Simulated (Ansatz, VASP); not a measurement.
# YSb: VASP beside Ansatz

File INCAR:

```
SYSTEM = YSb
PREC     = Accurate       ! precision mode
ENCUT    = 520            ! plane-wave cutoff, eV
EDIFF    = 1E-6           ! SCF threshold, eV
ISMEAR   = -1             ! smearing method
SIGMA    = 0.1            ! smearing width, eV
LREAL    = .FALSE.        ! projectors in reciprocal space
LASPH    = .TRUE.         ! aspherical terms in the spheres
NELM     = 100            ! most SCF steps
ALGO     = Normal         ! electronic algorithm
ISIF     = 2              ! what is computed and relaxed
LWAVE    = .FALSE.        ! write WAVECAR
LCHARG   = .FALSE.        ! write CHGCAR
GGA      = CA             ! functional
NBANDS   = 15             ! bands
```

File KPOINTS:

```
Automatic mesh
0
G
  12 12 12
  0 0 0
```

Contents of POSCAR:

```
YSb
1.0
    0.0000000000      2.7822640771      2.7822640771
    2.7822640771      0.0000000000      2.7822640771
    2.7822640771      2.7822640771      0.0000000000
Y Sb
1 1
Direct
    0.0000000000      0.0000000000      0.0000000000
    0.2500000000      0.2500000000      0.2500000000
```

Input for Ansatz:

```yaml
crystal:
  lattice:
    - [0.0, 2.7822640771, 2.7822640771]
    - [2.7822640771, 0.0, 2.7822640771]
    - [2.7822640771, 2.7822640771, 0.0]
  atoms:
    - { symbol: "Y", position: [0.0, 0.0, 0.0] }
    - { symbol: Sb, position: [0.25, 0.25, 0.25] }
kpoints:
  mp_grid: { grid: [12, 12, 12] }
  band_path:
    path:
      - [0.0, 0.0, 0.0]
      - [-0.5, -0.5, 0.0]
      - [-0.375, -0.375, 0.25]
      - [-0.375, 0.0, 0.375]
      - [0.0, 0.0, 0.0]
      - [0.0, 0.0, 0.5]
      - [-0.5, -0.25, 0.25]
      - [-0.5, -0.5, 0.0]
    npoints: 8
scf:
  occupations: { method: fermi_dirac, width: 0.1 }
hamiltonian:
  xc: lda
  pseudopotentials: { kind: all_electron, lapw: { basis_error: 0.001 } }
output:
  forces: true
  stress: true
  eigenvalues: true
  populations: true
  dos: { projected: true, de: 0.2, e_range: [-14, 8] }
```

Change from the starting cell: volume scaled by 0.55, LAPW.

Alike in both runs: task single point; functional LDA; k mesh 12 × 12 × 12; occupations fermi-dirac, width 0.1 eV; no spin polarisation.

|  | VASP | Ansatz |
| --- | --- | --- |
| version | VASP 6.6.1 | Ansatz 0.2.0 |
| potentials or method | VASP PAW LDA potentials, release 64 (Y_sv, Sb), cutoff 520 eV | all-electron LAPW, scalar-relativistic |

```csv
,VASP,Ansatz,Ansatz less VASP
pressure (GPa),76.1,76.3,+0.28
```

LDA's correlation is that of Perdew and Zunger in VASP and of Perdew and Wang (1992) in Ansatz. Both programs put the cell under a high pressure, so it lies far from rest at this level. Ansatz ran all-electron here, and VASP with PAW potentials.

Spin-orbit coupling is off throughout. Noted on VASP's run: the cell as given lies far from equilibrium.
